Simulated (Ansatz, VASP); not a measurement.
# One calculation of CdTe, two programs

The input INCAR:

```
ALGO     = Normal         # electronic algorithm
EDIFF    = 1E-6           # SCF threshold, eV
ENCUT    = 500            # plane-wave cutoff, eV
GGA      = VW             # functional
GGA_COMPAT= F            
ISIF     = 2              # what is computed and relaxed
ISMEAR   = 0              # smearing method
LASPH    = T              # aspherical terms in the spheres
LCHARG   = F              # write CHGCAR
LREAL    = F              # projectors in reciprocal space
LWAVE    = F              # write WAVECAR
NBANDS   = 16             # bands
NELM     = 120            # most SCF steps
PREC     = Accurate       # precision mode
SIGMA    = 0.01           # smearing width, eV
```

KPOINTS

```
k-points
0
Gamma
  7 7 7
```

Contents of POSCAR:

```
CdTe
1.0
    0.0000000000      3.2050000000      3.2050000000
    3.2050000000      0.0000000000      3.2050000000
    3.2050000000      3.2050000000      0.0000000000
Te Cd
1 1
Direct
    0.7500000000      0.7500000000      0.7500000000
    0.0000000000      0.0000000000      0.0000000000
```

Contents of input.yaml:

```yaml
crystal:
  lattice:
    - [0.0, 3.205, 3.205]
    - [3.205, 0.0, 3.205]
    - [3.205, 3.205, 0.0]
  atoms:
    - { symbol: Te, position: [0.75, 0.75, 0.75] }
    - { symbol: Cd, position: [0.0, 0.0, 0.0] }
hamiltonian:
  xc: { exchange: slater, correlation: vwn5 }
  pseudopotentials: { kind: paw, core: large }
kpoints:
  mp_grid: { grid: [7, 7, 7] }
scf:
  occupations: { method: fixed }
output:
  forces: true
  stress: true
  eigenvalues: true
  write_density: true
  write_potential: true
  elf: true
  volumetric_format: npy
```

Alike in both runs: task single point; functional SVWN5; k mesh 7 × 7 × 7; no spin polarisation.

```csv
,VASP,Ansatz
version,VASP 6.6.1,Ansatz 0.2.0
potentials or method,"VASP PAW PBE potentials, release 64 (Te, Cd)",Ansatz PAW large core
plane-wave cutoff (eV),500,420
occupations,"gaussian, width 0.01 eV",fixed
valence electrons in the cell,18,26
```

VASP gave:

| Item | Value |
| --- | --- |
| gap on the k mesh at the Fermi level (eV) | 0.62 |
| least direct gap on the mesh (eV) | 0.62 |
| pressure (GPa) | 0.2 |

Estimate Ansatz's values.

gap on the k mesh at the Fermi level (eV): 0.63; least direct gap on the mesh (eV): 0.63; pressure (GPa): 0.0.

VASP's potentials were made for PBE, not for SVWN5. VASP's potentials hold 18 valence electrons a cell and Ansatz's 26, so a difference there can come from the potentials and not from the codes.

Spin-orbit coupling is off throughout. Noted on Ansatz's run: odd divisions of the mesh miss points on the zone boundary, where band edges often lie, so the gap on the mesh can be too wide.
